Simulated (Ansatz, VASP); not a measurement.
**Two plane-wave programs on HfO2**

```
Hf O
1.0
     3.95045    2.28079    2.31830
    -3.95045    2.28079    2.31830
     0.00000   -4.56159    2.31830
Hf O
3 6
Direct
  0.50000 0.50000 0.00000
  0.00000 0.50000 0.50000
  0.50000 0.00000 0.50000
  0.23014 0.62737 0.23014
  0.23014 0.23014 0.62737
  0.62737 0.23014 0.23014
  0.76986 0.37263 0.76986
  0.37263 0.76986 0.76986
  0.76986 0.76986 0.37263
```

Alike in both runs: functional PBE; k mesh 6 × 6 × 6; occupations gaussian, width 0.02 eV; no spin polarisation.

Ansatz relaxed the structure, and its values are those at the end. VASP's run is a single point on that final structure, the one shown.

|  | VASP | Ansatz |
| --- | --- | --- |
| version | VASP 6.6.1 | Ansatz 0.2.0 |
| potentials or method | VASP PAW PBE potentials, release 64 (Hf_pv, O), cutoff 520 eV | scalar-relativistic, plane waves, PAW |
| valence electrons in the cell | 66 | 114 |

VASP gave:

| Item | Value |
| --- | --- |
| gap on the k mesh at the Fermi level (eV) | 1.91 |
| least direct gap on the mesh (eV) | 2.63 |
| pressure (GPa) | -2.5 |
| rms of the force components (eV/Å) | 0.054 |

Task: What did Ansatz give for the same quantities?

Result: gap on the k mesh at the Fermi level (eV): 1.93; least direct gap on the mesh (eV): 2.64; pressure (GPa): 0.0; rms of the force components (eV/Å): 0.001.

VASP's potentials hold 66 valence electrons a cell and Ansatz's 114, so a difference there can come from the potentials and not from the codes.

Spin-orbit coupling is off throughout.
